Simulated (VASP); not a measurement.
Write the native input for VASP 6.6.1 that does the following.

```yaml
Task: single point
Functional: LDA
Potentials_or_basis: VASP PAW LDA potentials, release 64 (Ba_sv, N, F)
Cutoff: 520 eV
k_mesh: 9 × 9 × 9
Occupations: gaussian, width 0.05 eV
Spin: no spin polarisation
Dipole_correction: no
Further_INCAR_settings: ALGO = Normal; EDIFF = 1e-06; NBANDS = 24
```

The structure of Ba2NF lies in POSCAR:

```
Ba2NF
1.0
    1.8499566304      1.0680729585      6.4080990144
   -1.8499566304      1.0680729585      6.4080990144
    0.0000000000     -2.1361459170      6.4080990144
Ba N F
2 1 1
Direct
    0.7576400200      0.7576400200      0.7576400200
    0.2423599800      0.2423599800      0.2423599800
    0.5000000000      0.5000000000      0.5000000000
    0.0000000000      0.0000000000      0.0000000000
```

This cell differs from its parent crystal: strain -0.080 along x and y, -0.040 along z.

These files were run (other wordings do the same):

INCAR

```
SYSTEM = Ba2NF
ALGO     = Normal         ! electronic algorithm
EDIFF    = 1E-6           ! SCF threshold, eV
ENCUT    = 520            ! plane-wave cutoff, eV
GGA      = CA             ! functional
ISIF     = 2              ! what is computed and relaxed
ISMEAR   = 0              ! smearing method
LASPH    = .True.         ! aspherical terms in the spheres
LCHARG   = .False.        ! write CHGCAR
LREAL    = .False.        ! projectors in reciprocal space
LWAVE    = .False.        ! write WAVECAR
NBANDS   = 24             ! bands
NELM     = 100            ! most SCF steps
PREC     = Accurate       ! precision mode
SIGMA    = 0.05           ! smearing width, eV
```

KPOINTS

```
k-points
0
Gamma
  9 9 9
  0 0 0
```

Potentials or basis: VASP PAW LDA potentials, release 64 (Ba_sv, N, F).

The run is started by

```sh
$ cat potpaw_LDA.64/Ba_sv/POTCAR potpaw_LDA.64/N/POTCAR potpaw_LDA.64/F/POTCAR > POTCAR
$ mpirun -np 1 vasp_std > vasp.out
```

It gave:

```yaml
Pressure: 13.8 GPa
Largest_force: 0.995 eV/Å
Band_gap_on_the_k_mesh: 0.49 eV (least direct gap 0.55 eV)
```

Caveat: the cell differs from its parent crystal (strain -0.080 along x and y, -0.040 along z); the cell stands under pressure; spin-orbit coupling is left out, which moves the levels of the heavy elements; an odd mesh through Γ misses points on the zone boundary, where band edges can lie.

Wall time 12 min on 1 thread of Intel Xeon 8259CL (shared host), peak memory 0.38 GiB.
